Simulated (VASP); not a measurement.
Input of a VASP 6.6.1 run:

Contents of INCAR:

```
SYSTEM = Zn
PREC     = Accurate       ! precision mode
ENCUT    = 520            ! plane-wave cutoff, eV
EDIFF    = 1E-6           ! SCF threshold, eV
ISMEAR   = -1             ! smearing method
SIGMA    = 0.15           ! smearing width, eV
LREAL    = .False.        ! projectors in reciprocal space
LASPH    = .True.         ! aspherical terms in the spheres
NELM     = 60             ! most SCF steps
ALGO     = Normal         ! electronic algorithm
ISIF     = 2              ! what is computed and relaxed
LWAVE    = .False.        ! write WAVECAR
LCHARG   = .False.        ! write CHGCAR
NBANDS   = 12             ! bands
```

The input KPOINTS:

```
regular mesh
0
Gamma
  7 7 7
  0 0 0
```

The input POSCAR:

```
Zn
1.0
   -2.5226680000      2.5226680000      4.5629090000
    2.5226680000     -2.5226680000      4.5629090000
    2.5226680000      2.5226680000     -4.5629090000
Zn
1
Direct
    0.0000000000      0.0000000000      0.0000000000
```

Potentials or basis: VASP PAW LDA potentials, release 64 (Zn).

Launch:

```console
$ cat potpaw_LDA.64/Zn/POTCAR > POTCAR
$ mpirun -np 1 vasp_std > vasp.out
```

Question: Estimate the pressure.

Answer: -0.2 GPa.

Question: What does it give for the band gap on the k mesh?

Answer: 3.53 eV, indirect (least direct gap 3.80 eV).

A k mesh can miss the band edges.
